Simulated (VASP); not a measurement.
Crystal: Si.

```
Si
1.0
    -1.43978    1.73498    2.37149
     1.43978   -1.73498    2.37149
     1.43978    1.73498   -2.37149
Si
1
Cartesian
  0.0000 0.0000 0.0000
```

The cell was generated, and may not be a known phase.

* Program: VASP 6.6.1
* Task: relaxation of cell and atoms
* Functional: PBE
* Potentials or basis: VASP PAW PBE potentials, release 64 (Si)
* Cutoff: 600 eV
* k mesh: 8 × 8 × 8
* Occupations: gaussian, width 0.1 eV
* Spin: no spin polarisation

At the start: pressure -13.9 GPa; volume 23.70 Å³/atom.

Question: How do energy, volume and symmetry change on relaxing?

Answer: Over 10 steps the energy falls by 648.7 meV/atom and the volume is 14.54 Å³/atom (-38.6 %); space group Immm (No. 71, to 0.1 Å) before and after.

Step by step:
| step | energy change (eV) | largest force (eV/Å) | pressure (GPa) | volume (Å³) |
| --- | --- | --- | --- | --- |
| 1 | 0.0000 | 0.0000 | -13.92 | 23.70 |
| 2 | -0.5116 | 0.0000 | -9.56 | 17.31 |
| 3 | -0.6135 | 0.0000 | 0.83 | 14.55 |
| 4 | -0.6451 | 0.0000 | 1.60 | 14.24 |
| 5 | -0.6454 | 0.0000 | 1.54 | 14.28 |
| 6 | -0.6455 | 0.0000 | 1.56 | 14.27 |
| 7 | -0.6485 | 0.0000 | -0.33 | 14.57 |
| 8 | -0.6485 | 0.0000 | -0.30 | 14.56 |
| 9 | -0.6485 | 0.0000 | -0.05 | 14.52 |
| 10 | -0.6487 | 0.0000 | -0.16 | 14.54 |

Final structure:
```
Si
1.0
    -1.31732    1.46562    1.88259
     1.31732   -1.46562    1.88259
     1.31732    1.46562   -1.88259
Si
1
Direct
  0.00000 0.00000 0.00000
```

Caveat: the volume moved by over 15 % at a fixed basis, so the end points are rough.
